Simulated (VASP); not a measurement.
# NaI (rock salt type) (Fm-3m) in VASP: a series of runs, part 2 of 2

VASP 6.6.1. Earlier steps stand in the parts before.

## 3. Single point, HSE06

File POSCAR:

```
NaI
1.0
    0.0000000000      3.2758472558      3.2758472558
    3.2758472558      0.0000000000      3.2758472558
    3.2758472558      3.2758472558      0.0000000000
Na I
1 1
Direct
    0.0000000000      0.0000000000      0.0000000000
    0.5000000000      0.5000000000      0.5000000000
```

File INCAR.step1:

```
ALGO     = Normal         # electronic algorithm
EDIFF    = 1E-5           # SCF threshold, eV
ENCUT    = 520            # plane-wave cutoff, eV
GGA      = PE             # functional
ISIF     = 2              # what is computed and relaxed
ISMEAR   = -1             # smearing method
LASPH    = True           # aspherical terms in the spheres
LREAL    = False          # projectors in reciprocal space
LWAVE    = True           # write WAVECAR
NBANDS   = 14             # bands
NELM     = 80             # most SCF steps
PREC     = Accurate       # precision mode
SIGMA    = 0.05           # smearing width, eV
```

File INCAR.step2:

```
ALGO     = Normal         # electronic algorithm
EDIFF    = 1E-7           # SCF threshold, eV
ENCUT    = 520            # plane-wave cutoff, eV
GGA      = PE             # functional
HFSCREEN = 0.2079         # screening, 1/A
ISIF     = 2              # what is computed and relaxed
ISMEAR   = -1             # smearing method
ISTART   = 1            
LASPH    = True           # aspherical terms in the spheres
LCHARG   = True           # write CHGCAR
LELF     = True           # ELF
LHFCALC  = True           # exact exchange
LREAL    = False          # projectors in reciprocal space
LVHAR    = True         
LWAVE    = False          # write WAVECAR
NBANDS   = 14             # bands
NELM     = 80             # most SCF steps
PREC     = Accurate       # precision mode
PRECFOCK = Normal       
SIGMA    = 0.05           # smearing width, eV
```

File KPOINTS:

```
k-points
0
Gamma
  4 4 4
```

Potentials or basis: VASP PAW PBE potentials, release 64 (Na_pv, I).

On the command line:

```sh
> cat potpaw_PBE.64/Na_pv/POTCAR potpaw_PBE.64/I/POTCAR > POTCAR
> cp INCAR.step1 INCAR
> mpirun -np 1 vasp_std > vasp.out
> cp INCAR.step2 INCAR
> mpirun -np 1 vasp_std > vasp.out
```

OUTCAR:

```text
EDIFF = 1E-7
   ENCUT = 520
   GGA = PE
   HFSCREEN = 0.2079
   ISIF = 2
   ISMEAR = -1
   ISTART = 1
   LASPH = True
   LHFCALC = True
   LREAL = False
   NELM = 80
   PREC = Accurate
   PRECFOCK = Normal

 ion  position               nearest neighbor table
   1  0.000  0.000  0.000-
   2  0.500  0.500  0.500-

  LATTYP: Found a face centered cubic cell.
 ALAT       =     6.5516945116

  Lattice vectors:

 A1 = (   0.0000000000,   3.2758472558,   3.2758472558)
 A2 = (   3.2758472558,   0.0000000000,   3.2758472558)
 A3 = (   3.2758472558,   3.2758472558,   0.0000000000)

Analysis of symmetry for initial positions (statically):
=====================================================================
 Subroutine PRICEL returns:
 Original cell was already a primitive cell.

 Routine SETGRP: Setting up the symmetry group for a
 face centered cubic supercell.

 Subroutine GETGRP returns: Found 48 space group operations
 (whereof 48 operations were pure point group operations)
 out of a pool of 48 trial point group operations.

The static configuration has the point symmetry O_h .

Analysis of symmetry for dynamics (positions and initial velocities):
=====================================================================
 Subroutine PRICEL returns:
 Original cell was already a primitive cell.

 Routine SETGRP: Setting up the symmetry group for a
 face centered cubic supercell.

 Subroutine GETGRP returns: Found 48 space group operations
 (whereof 48 operations were pure point group operations)
 out of a pool of 48 trial point group operations.

The dynamic configuration has the point symmetry O_h .

 Subroutine INISYM returns: Found 48 space group operations
 (whereof 48 operations are pure point group operations),
 and found     1 'primitive' translations

----------------------------------------------------------------------------------------

                                     Primitive cell

[... 108 lines left out ...]
   ENCUTFOCK=  -1.0 apply spherical cutoff to Coloumb kernel
   IVDW    =     0    specifies the selected vdW correction
   LEPSILON=     F    determine dielectric tensor
   LRPA    =     F    only Hartree local field effects (RPA)
 non-spin polarized calculation
  energy-cutoff  :      520.00
  volume of cell :       70.31
 maximum number of plane-waves:      1924
 NGX is ok and might be reduce to    36
  NGX = 28; NGY = 28; NGZ = 28

 number of electron      13.9999996 magnetization

 Free energy of the ion-electron system (eV)
  ---------------------------------------------------
  ext. energy  EPLUGINS =         0.00000000
  ---------------------------------------------------
  free energy    TOTEN  =        -6.25416486 eV

  energy without entropy =       -6.25416486  energy(sigma->0) =       -6.25416486

 E-fermi :   0.9603     XC(G=0):  -6.3417

 val. band max:       -0.1494382654   @ k =   0.0000   0.0000   0.0000
 cond. band min:       4.4033984448   @ k =   0.0000   0.0000   0.0000
 fundamental gap:      4.5528367102
 Fermi energy:         0.9603357117

 k-point     1 :       0.0000    0.0000    0.0000
  band No.  band energies     occupation
      1     -24.9936      2.00000
      2     -24.9936      2.00000
      3     -24.9936      2.00000
      4     -12.0118      2.00000
      5      -0.1494      2.00000
      6      -0.1494      2.00000
      7      -0.1494      2.00000
      8       4.4034      0.00000
      9       8.8527      0.00000
     10       8.8527      0.00000
     11       8.8527      0.00000
     12      10.7317      0.00000
     13      10.7317      0.00000
     14      11.3383      0.00000
[... 105 lines left out ...]
      1     -24.9959      2.00000
      2     -24.9959      2.00000
      3     -24.9950      2.00000
      4     -11.6037      2.00000
      5      -1.5593      2.00000
      6      -1.5593      2.00000
      7      -1.0634      2.00000
      8       6.6725      0.00000
      9       8.3309      0.00000
     10       8.3309      0.00000
     11       8.8066      0.00000
     12      12.9210      0.00000
     13      12.9210      0.00000
     14      13.6736      0.00000

------------------------ aborting loop because EDIFF is reached ----------------------------------------

  FORCE on cell =-STRESS in cart. coord.  units (eV):
  Direction    XX          YY          ZZ          XY          YZ          ZX
  --------------------------------------------------------------------------------------
  -------------------------------------------------------------------------------------
  Total       -0.1704843     -0.1704843     -0.1704843      0.0000000     -0.0000000     -0.0000000
  in kB       -3.8850273     -3.8850273     -3.8850273      0.0000000     -0.0000000     -0.0000000
  external PRESSURE =      -3.8850273 kB  Pullay stress =       0.0000000 kB

 VOLUME and BASIS-vectors are now :
 -----------------------------------------------------------------------------
  energy-cutoff  :      520.00
  volume of cell :       70.31
      direct lattice vectors                 reciprocal lattice vectors
     0.000000000  3.275847256  3.275847256    -0.152632269  0.152632269  0.152632269
     3.275847256  0.000000000  3.275847256     0.152632269 -0.152632269  0.152632269
     3.275847256  3.275847256  0.000000000     0.152632269  0.152632269 -0.152632269

 POSITION                                       TOTAL-FORCE (eV/Angst)
 -----------------------------------------------------------------------------------
      0.00000      0.00000      0.00000         0.000000     -0.000000      0.000000
      3.27585      3.27585      3.27585        -0.000000      0.000000     -0.000000
 -----------------------------------------------------------------------------------
    total drift:                                0.000001      0.000001      0.000001

  FREE ENERGIE OF THE ION-ELECTRON SYSTEM (eV)
  ---------------------------------------------------
  free  energy   TOTEN  =        -6.2541648617 eV

  energy  without entropy=       -6.2541648617  energy(sigma->0) =       -6.25416486
```

OSZICAR.step1:

```text
N       E                     dE             d eps       ncg     rms          rms(c)
DAV:   1     0.752918066254E+02    0.75292E+02   -0.64968E+03   224   0.888E+02
DAV:   2     0.835282034955E+00   -0.74457E+02   -0.68836E+02   224   0.195E+02
DAV:   3    -0.530840067018E+01   -0.61437E+01   -0.61035E+01   284   0.583E+01
DAV:   4    -0.545333166120E+01   -0.14493E+00   -0.14490E+00   276   0.901E+00
DAV:   5    -0.545677189547E+01   -0.34402E-02   -0.34401E-02   298   0.126E+00    0.159E+00
DAV:   6    -0.538975708169E+01    0.67015E-01   -0.76629E-02   272   0.159E+00    0.108E+00
DAV:   7    -0.538011177814E+01    0.96453E-02   -0.69091E-02   272   0.133E+00    0.621E-01
DAV:   8    -0.538242071801E+01   -0.23089E-02   -0.58468E-03   260   0.600E-01    0.188E-01
DAV:   9    -0.538237874779E+01    0.41970E-04   -0.22134E-04   266   0.127E-01    0.450E-02
DAV:  10    -0.538239483918E+01   -0.16091E-04   -0.40045E-05   272   0.617E-02    0.950E-03
DAV:  11    -0.538239595597E+01   -0.11168E-05   -0.38341E-06   246   0.191E-02
   1 F= -.53823960E+01 E0= -.53823960E+01  d E =-.165068E-10
```

Wall time 4.6 min (1 thread of Intel Xeon 6975P-C (Granite Rapids), shared host); peak memory 0.31 GiB.

What came out:

| Item | Value |
| --- | --- |
| Free energy | -6.2542 eV |
| Pressure | -0.4 GPa |
| Band gap on the k mesh | 4.55 eV |

Levels at points of the mesh, in eV from the valence-band top:
```
           k point  band 3  band 4  band 5  band 6  band 7  band 8  band 9  band 10  band 11  band 12
(0.00, 0.00, 0.00)  -24.84  -11.86    0.00    0.00    0.00    4.55    9.00     9.00     9.00    10.88
(0.50, 0.00, 0.00)  -24.84  -11.54   -2.19   -0.28   -0.28    6.05    8.50     8.50     9.75    11.37
(0.50, 0.50, 0.00)  -24.85  -11.46   -1.92   -0.75   -0.75    5.50    6.57    10.84    12.38    12.38
```

Caveat: the PAW data sets were made with another functional, which shifts forces and pressure a little; spin-orbit coupling is left out, which moves the levels of the heavy elements.

## 4. Single point, HSE06

This run uses another cell than the first one, of 36.20 Å³/atom.

File POSCAR:

```
NaI
1.0
    0.0000000000      3.3079654535      3.3079654535
    3.3079654535      0.0000000000      3.3079654535
    3.3079654535      3.3079654535      0.0000000000
Na I
1 1
Direct
    0.0000000000      0.0000000000      0.0000000000
    0.5000000000      0.5000000000      0.5000000000
```

File INCAR.step1:

```
SYSTEM = NaI
ALGO = Normal
EDIFF = 1E-5
ENCUT = 520
GGA = PE
ISIF = 2
ISMEAR = -1
LASPH = .True.
LREAL = .False.
LWAVE = .True.
NBANDS = 14
NELM = 100
PREC = Accurate
SIGMA = 0.05
```

File INCAR.step2:

```
SYSTEM = NaI
ALGO = Normal
EDIFF = 1E-6
ENCUT = 520
GGA = PE
HFSCREEN = 0.2079
ISIF = 2
ISMEAR = -1
ISTART = 1
LASPH = .True.
LCHARG = .True.
LELF = .True.
LHFCALC = .True.
LREAL = .False.
LVHAR = .True.
LWAVE = .False.
NBANDS = 14
NELM = 100
PREC = Accurate
PRECFOCK = Normal
SIGMA = 0.05
```

File KPOINTS:

```
k-points
0
Gamma
  4 4 4
  0 0 0
```

Potentials or basis: VASP PAW PBE potentials, release 64 (Na_pv, I).

On the command line:

```sh
> cat potpaw_PBE.64/Na_pv/POTCAR potpaw_PBE.64/I/POTCAR > POTCAR
> cp INCAR.step1 INCAR
> mpirun -np 1 vasp_std > vasp.out
> cp INCAR.step2 INCAR
> mpirun -np 1 vasp_std > vasp.out
```

OUTCAR:

```text
SYSTEM = NaI
   EDIFF = 1E-6
   ENCUT = 520
   GGA = PE
   HFSCREEN = 0.2079
   ISIF = 2
   ISMEAR = -1
   ISTART = 1
   LASPH = .True.
   LHFCALC = .True.
   LREAL = .False.
   NELM = 100
   PREC = Accurate
   PRECFOCK = Normal

 ion  position               nearest neighbor table
   1  0.000  0.000  0.000-
   2  0.500  0.500  0.500-

  LATTYP: Found a face centered cubic cell.
 ALAT       =     6.6159309070

  Lattice vectors:

 A1 = (   0.0000000000,   3.3079654535,   3.3079654535)
 A2 = (   3.3079654535,   0.0000000000,   3.3079654535)
 A3 = (   3.3079654535,   3.3079654535,   0.0000000000)

Analysis of symmetry for initial positions (statically):
=====================================================================
 Subroutine PRICEL returns:
 Original cell was already a primitive cell.

 Routine SETGRP: Setting up the symmetry group for a
 face centered cubic supercell.

 Subroutine GETGRP returns: Found 48 space group operations
 (whereof 48 operations were pure point group operations)
 out of a pool of 48 trial point group operations.

The static configuration has the point symmetry O_h .

Analysis of symmetry for dynamics (positions and initial velocities):
=====================================================================
 Subroutine PRICEL returns:
 Original cell was already a primitive cell.

 Routine SETGRP: Setting up the symmetry group for a
 face centered cubic supercell.

 Subroutine GETGRP returns: Found 48 space group operations
 (whereof 48 operations were pure point group operations)
 out of a pool of 48 trial point group operations.

The dynamic configuration has the point symmetry O_h .

 Subroutine INISYM returns: Found 48 space group operations
 (whereof 48 operations are pure point group operations),
 and found     1 'primitive' translations

----------------------------------------------------------------------------------------
[... 111 lines left out ...]
   ENCUTFOCK=  -1.0 apply spherical cutoff to Coloumb kernel
   IVDW    =     0    specifies the selected vdW correction
   LEPSILON=     F    determine dielectric tensor
   LRPA    =     F    only Hartree local field effects (RPA)
 non-spin polarized calculation
  energy-cutoff  :      520.00
  volume of cell :       72.40
 maximum number of plane-waves:      1964
 NGX is ok and might be reduce to    36
  NGX = 28; NGY = 28; NGZ = 28

 number of electron      14.0000006 magnetization

 Free energy of the ion-electron system (eV)
  ---------------------------------------------------
  ext. energy  EPLUGINS =         0.00000000
  ---------------------------------------------------
  free energy    TOTEN  =        -6.24665046 eV

  energy without entropy =       -6.24665046  energy(sigma->0) =       -6.24665046

 E-fermi :   0.8132     XC(G=0):  -6.2500

 val. band max:       -0.3392153401   @ k =   0.0000   0.0000   0.0000
 cond. band min:       4.1372539040   @ k =   0.0000   0.0000   0.0000
 fundamental gap:      4.4764692441
 Fermi energy:         0.8132063897

 k-point     1 :       0.0000    0.0000    0.0000
  band No.  band energies     occupation
      1     -25.2254      2.00000
      2     -25.2254      2.00000
      3     -25.2254      2.00000
      4     -12.1277      2.00000
      5      -0.3392      2.00000
      6      -0.3392      2.00000
      7      -0.3392      2.00000
      8       4.1373      0.00000
      9       8.6539      0.00000
     10       8.6539      0.00000
     11       8.6539      0.00000
     12      10.4858      0.00000
     13      10.4858      0.00000
     14      11.1098      0.00000
[... 105 lines left out ...]
      1     -25.2274      2.00000
      2     -25.2274      2.00000
      3     -25.2265      2.00000
      4     -11.7541      2.00000
      5      -1.6750      2.00000
      6      -1.6750      2.00000
      7      -1.2038      2.00000
      8       6.4101      0.00000
      9       8.0953      0.00000
     10       8.0953      0.00000
     11       8.5369      0.00000
     12      12.5564      0.00000
     13      12.5564      0.00000
     14      13.3035      0.00000

------------------------ aborting loop because EDIFF is reached ----------------------------------------

  FORCE on cell =-STRESS in cart. coord.  units (eV):
  Direction    XX          YY          ZZ          XY          YZ          ZX
  --------------------------------------------------------------------------------------
  -------------------------------------------------------------------------------------
  Total       -0.3483559     -0.3483559     -0.3483559     -0.0000000      0.0000000      0.0000000
  in kB       -7.7094061     -7.7094061     -7.7094061     -0.0000000      0.0000000      0.0000000
  external PRESSURE =      -7.7094061 kB  Pullay stress =       0.0000000 kB

 VOLUME and BASIS-vectors are now :
 -----------------------------------------------------------------------------
  energy-cutoff  :      520.00
  volume of cell :       72.40
      direct lattice vectors                 reciprocal lattice vectors
     0.000000000  3.307965454  3.307965454    -0.151150309  0.151150309  0.151150309
     3.307965454  0.000000000  3.307965454     0.151150309 -0.151150309  0.151150309
     3.307965454  3.307965454  0.000000000     0.151150309  0.151150309 -0.151150309

 POSITION                                       TOTAL-FORCE (eV/Angst)
 -----------------------------------------------------------------------------------
      0.00000      0.00000      0.00000         0.000000     -0.000000     -0.000000
      3.30797      3.30797      3.30797        -0.000000      0.000000      0.000000
 -----------------------------------------------------------------------------------
    total drift:                                0.000000      0.000000      0.000000

  FREE ENERGIE OF THE ION-ELECTRON SYSTEM (eV)
  ---------------------------------------------------
  free  energy   TOTEN  =        -6.2466504571 eV

  energy  without entropy=       -6.2466504571  energy(sigma->0) =       -6.24665046
```

Run time: 3.4 min. Hardware: 1 thread of Intel Xeon 6975P-C (Granite Rapids), shared host; peak memory 0.31 GiB.

Results:

```
Free energy            : -6.2467 eV
Pressure               : -0.8 GPa
Band gap on the k mesh : 4.48 eV
```

Caveat: the PAW data sets were made with another functional, which shifts forces and pressure a little; spin-orbit coupling is left out, which moves the levels of the heavy elements.
